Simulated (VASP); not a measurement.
Runs of VASP 6.6.1 on KBr. The structure is that of space group Fm-3m (No. 225), or close to it. The cells are those of the table. 

| cell | k mesh | smearing | gap on the mesh (eV) | pressure (GPa) |
| --- | --- | --- | --- | --- |
| a = 4.497 Å, angles 60.3°, 2 atoms | 6 × 6 × 6 | gaussian 0.01 eV | 4.31 | 0.1 |
| a = 4.497, b = 4.497, c = 4.508 Å, angles 59.9, 59.9, 60.2°, 2 atoms | 6 × 6 × 6 | gaussian 0.01 eV | 4.34 | 0.2 |
| a = 4.508 Å, angles 60.0°, 2 atoms | 6 × 6 × 6 | gaussian 0.01 eV | 4.32 | 0.1 |
| a = 4.508 Å, angles 60.0°, 2 atoms | 10 × 10 × 10 | fermi-dirac 0.1 eV | 4.32 | 0.1 |
| a = 4.485 Å, angles 60.0°, 2 atoms | 6 × 6 × 6 | gaussian 0.01 eV | (a) | 0.4 |
| a = 4.519, b = 4.519, c = 4.508 Å, angles 60.1, 60.1, 59.8°, 2 atoms | 6 × 6 × 6 | gaussian 0.01 eV | 4.31 | 0.0 |
| a = 4.530 Å, angles 60.0°, 2 atoms | 6 × 6 × 6 | gaussian 0.01 eV | 4.28 | (b) |

Alike in all rows: task single point; level LDA; potentials or basis VASP PAW LDA potentials, release 64 (K_sv, Br); no spin polarisation; cutoff (eV) 520.

Fill in the values left out.

(a) 4.37; (b) -0.2.

A k mesh can miss the band edges, and the runs leave out spin-orbit coupling on Br.
